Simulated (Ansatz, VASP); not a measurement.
## TiO2: VASP beside Ansatz

Contents of INCAR:

```
PREC = Accurate
ENCUT = 520
EDIFF = 1E-6
ISMEAR = -1
SIGMA = 0.05
LREAL = False
LASPH = True
NELM = 150
ALGO = Normal
ISIF = 2
LWAVE = False
LCHARG = False
LMAXMIX = 4
LDAU = True
LDAUTYPE = 2
LDAUL = 2 -1
LDAUU = 2 0
LDAUJ = 0 0
LDAUPRINT = 1
GGA = PE
NBANDS = 33
```

The input KPOINTS:

```
regular mesh
0
Gamma
  6 6 9
```

File POSCAR:

```
TiO2
1.0
    4.5998373239      0.0000000000      0.0000000000
    0.0000000000      4.5998373239      0.0000000000
    0.0000000000      0.0000000000      2.9592135600
Ti O
2 4
Direct
    0.0000000000      0.0000000000      0.5000000000
    0.5000000000      0.5000000000      0.0000000000
    0.3043213200      0.3043213200      0.5000000000
    0.1956786800      0.8043213200      0.0000000000
    0.8043213200      0.1956786800      0.0000000000
    0.6956786800      0.6956786800      0.5000000000
```

Contents of input.yaml:

```yaml
crystal:
  lattice:
    - [4.5998373239, 0.0, 0.0]
    - [0.0, 4.5998373239, 0.0]
    - [0.0, 0.0, 2.95921356]
  atoms:
    - { symbol: Ti, position: [0.0, 0.0, 0.5] }
    - { symbol: Ti, position: [0.5, 0.5, 0.0] }
    - { symbol: O, position: [0.30432132, 0.30432132, 0.5] }
    - { symbol: O, position: [0.19567868, 0.80432132, 0.0] }
    - { symbol: O, position: [0.80432132, 0.19567868, 0.0] }
    - { symbol: O, position: [0.69567868, 0.69567868, 0.5] }
hamiltonian:
  xc: pbe
  pseudopotentials: { kind: paw }
  hubbard: { sites: [{ species: Ti, l: d, u_eff: 2.0 }] }
kpoints:
  mp_grid: { grid: [6, 6, 9] }
  band_path:
    path:
      - [[0.0, 0.0, 0.0], [0.0, 0.5, 0.0], [0.5, 0.5, 0.0], [0.0, 0.0, 0.0], [0.0, 0.0, 0.5], [0.0, 0.5, 0.5], [0.5, 0.5, 0.5], [0.0, 0.0, 0.5]]
      - [[0.0, 0.5, 0.0], [0.0, 0.5, 0.5]]
      - [[0.5, 0.5, 0.0], [0.5, 0.5, 0.5]]
    npoints: 14
scf:
  occupations: { method: fermi_dirac, width: 0.05 }
  n_extra_bands: 15
output:
  forces: true
  stress: true
  eigenvalues: true
  fatbands: false
```

Alike in both runs: functional PBE; k mesh 6 × 6 × 9; occupations fermi-dirac, width 0.05 eV; no spin polarisation; Hubbard terms Ti d U = 2.0 eV.

|  | VASP | Ansatz |
| --- | --- | --- |
| version | VASP 6.6.1 | Ansatz 0.2.0 |
| potentials or method | VASP PAW PBE potentials, release 64 (Ti_sv, O) | Ansatz PAW |
| plane-wave cutoff (eV) | 520 | 420 |
| valence electrons in the cell | 48 | 48 |
| task | single point | band structure |

|  | VASP | Ansatz | Ansatz less VASP |
| --- | --- | --- | --- |
| gap on the k mesh at the Fermi level (eV) | 2.09 | 2.09 | 0.000 |
| least direct gap on the mesh (eV) | 2.09 | 2.09 | 0.000 |
| pressure (GPa) | 8.6 | 5.9 | -2.67 |
| traceless stress, the component that is largest in VASP (GPa) | 1.35 | 0.91 | -0.431 |
| rms of the force components (eV/Å) | 0.036 | 0.005 | -0.0317 |

The programs project onto different local orbitals, so the same U acts differently, and such runs can settle in different states. Atom by atom the forces differ by 0.041 eV/Å (rms over components).
